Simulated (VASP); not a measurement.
# Ag (Im-3m) in VASP: a series of runs, part 2 of 2

VASP 6.6.1.

## Step 4: Single point, RPBE (volume scaled by 1.08)

Contents of INCAR:

```
SYSTEM = Ag
PREC = Accurate
ENCUT = 520
EDIFF = 1E-7
ISMEAR = -1
SIGMA = 0.1
LREAL = .False.
LASPH = .True.
NELM = 60
ALGO = Normal
ISIF = 2
LWAVE = .False.
LCHARG = .False.
GGA = RP
NBANDS = 12
```

Contents of KPOINTS:

```
Automatic mesh
0
Gamma
  15 15 15
  0 0 0
```

Contents of POSCAR:

```
Ag
1.0
   -1.7216498537      1.7216498537      1.7216498537
    1.7216498537     -1.7216498537      1.7216498537
    1.7216498537      1.7216498537     -1.7216498537
Ag
1
Direct
    0.0000000000      0.0000000000      0.0000000000
```

Potentials or basis: VASP PAW PBE potentials, release 64 (Ag).

On the command line:

```bash
$ cat potpaw_PBE.64/Ag/POTCAR > POTCAR
$ mpirun -np 1 vasp_std > vasp.out
```

OUTCAR:

```text
SYSTEM = Ag
   PREC = Accurate
   ENCUT = 520
   EDIFF = 1E-7
   ISMEAR = -1
   LREAL = .False.
   LASPH = .True.
   NELM = 60
   ISIF = 2
   GGA = RP

 ion  position               nearest neighbor table
   1  0.000  0.000  0.000-

  LATTYP: Found a body centered cubic cell.
 ALAT       =     3.4432997074

  Lattice vectors:

 A1 = (  -1.7216498537,   1.7216498537,   1.7216498537)
 A2 = (   1.7216498537,  -1.7216498537,   1.7216498537)
 A3 = (   1.7216498537,   1.7216498537,  -1.7216498537)

Analysis of symmetry for initial positions (statically):
=====================================================================
 Subroutine PRICEL returns:
 Original cell was already a primitive cell.

 Routine SETGRP: Setting up the symmetry group for a
 body centered cubic supercell.

 Subroutine GETGRP returns: Found 48 space group operations
 (whereof 48 operations were pure point group operations)
 out of a pool of 48 trial point group operations.

The static configuration has the point symmetry O_h .

Analysis of symmetry for dynamics (positions and initial velocities):
[... 164 lines left out ...]
  band No.  band energies     occupation
      1      -0.1772      2.00000
      2       1.9702      2.00000
      3       1.9702      2.00000
      4       1.9702      2.00000
      5       2.9491      2.00000
      6       2.9491      2.00000
      7      23.5745      0.00000
      8      23.5745      0.00000
      9      23.5745      0.00000
     10      27.4156      0.00000
     11      27.4156      0.00000
     12      27.4156      0.00000
[... 331 lines left out ...]
 k-point    24 :       0.4000    0.2000   -0.0000
  band No.  band energies     occupation
      1       1.2475      2.00000
      2       1.6018      2.00000
      3       2.5416      2.00000
      4       2.9034      2.00000
      5       3.2432      2.00000
      6       8.4283      0.00000
      7       9.8656      0.00000
      8      14.5077      0.00000
      9      19.2067      0.00000
     10      25.1119      0.00000
     11      27.7382      0.00000
     12      30.0083      0.00000

 [... further k-points ...]

------------------------ aborting loop because EDIFF is reached ----------------------------------------

  FORCE on cell =-STRESS in cart. coord.  units (eV):
  Direction    XX          YY          ZZ          XY          YZ          ZX
  --------------------------------------------------------------------------------------
  -------------------------------------------------------------------------------------
  Total       -0.5885164     -0.5885164     -0.5885164     -0.0000000      0.0000000     -0.0000000
  in kB      -46.1928394    -46.1928394    -46.1928394     -0.0000000      0.0000000     -0.0000000
  external PRESSURE =     -46.1928394 kB  Pullay stress =       0.0000000 kB

 VOLUME and BASIS-vectors are now :
 -----------------------------------------------------------------------------
  energy-cutoff  :      520.00
  volume of cell :       20.41
      direct lattice vectors                 reciprocal lattice vectors
    -1.721649854  1.721649854  1.721649854     0.000000000  0.290419099  0.290419099
     1.721649854 -1.721649854  1.721649854     0.290419099  0.000000000  0.290419099
     1.721649854  1.721649854 -1.721649854     0.290419099  0.290419099  0.000000000

 POSITION                                       TOTAL-FORCE (eV/Angst)
 -----------------------------------------------------------------------------------
      0.00000      0.00000      0.00000         0.000000      0.000000      0.000000
 -----------------------------------------------------------------------------------
    total drift:                                0.000000      0.000000     -0.000000

  FREE ENERGIE OF THE ION-ELECTRON SYSTEM (eV)
  ---------------------------------------------------
  free  energy   TOTEN  =        -2.1551582073 eV

  energy  without entropy=       -2.1461950725  energy(sigma->0) =       -2.15067664
```

OSZICAR:

```text
N       E                     dE             d eps       ncg     rms          rms(c)
DAV:   1     0.512897138060E+02    0.51290E+02   -0.52982E+03  2960   0.798E+02
DAV:   2    -0.155221559511E+01   -0.52842E+02   -0.49648E+02  3284   0.186E+02
DAV:   3    -0.229373745806E+01   -0.74152E+00   -0.74104E+00  3364   0.239E+01
DAV:   4    -0.229599431773E+01   -0.22569E-02   -0.22568E-02  3244   0.136E+00
DAV:   5    -0.229601453666E+01   -0.20219E-04   -0.20219E-04  3312   0.120E-01    0.315E+00
DAV:   6    -0.215699258317E+01    0.13902E+00   -0.60114E-01  3192   0.682E+00    0.236E+00
DAV:   7    -0.215543791388E+01    0.15547E-02   -0.44987E-03  3164   0.664E-01    0.139E+00
DAV:   8    -0.215512822052E+01    0.30969E-03   -0.13100E-03  3120   0.330E-01    0.582E-02
DAV:   9    -0.215514973898E+01   -0.21518E-04   -0.18171E-05  3268   0.357E-02    0.260E-02
DAV:  10    -0.215515845477E+01   -0.87158E-05   -0.98344E-06  3116   0.310E-02    0.240E-03
DAV:  11    -0.215515826621E+01    0.18856E-06   -0.11511E-07  3048   0.304E-03    0.109E-03
DAV:  12    -0.215515820730E+01    0.58913E-07   -0.13771E-08  1712   0.107E-03
   1 F= -.21551582E+01 E0= -.21506766E+01  d E =-.896313E-02
```

Run time: 33 s. Hardware: 1 thread of Intel Xeon 8259CL, shared host; peak memory 0.16 GiB.

What came out:

| Property | Result |
| --- | --- |
| Free energy | -2.1552 eV |
| Pressure | -4.6 GPa |

Caveat: the PAW data sets were made with another functional, which shifts forces and pressure a little.

## Step 5: Summary

| cell | gap on the mesh (eV) | pressure (GPa) |
| --- | --- | --- |
| a = 2.906 Å, angles 109.5°, 1 atom | none | -0.3 |
| a = 2.945 Å, angles 109.5°, 1 atom | none | -2.8 |
| a = 2.982 Å, angles 109.5°, 1 atom | none | -4.6 |

Alike in all rows: task single point; level RPBE; potentials or basis VASP PAW PBE potentials, release 64 (Ag); no spin polarisation; k mesh 15 × 15 × 15; cutoff (eV) 520; smearing fermi-dirac 0.1 eV.

Caveats: the PAW data sets were made with another functional, which shifts forces and pressure a little.

Absolute energies hang on the potentials; compare differences alone.
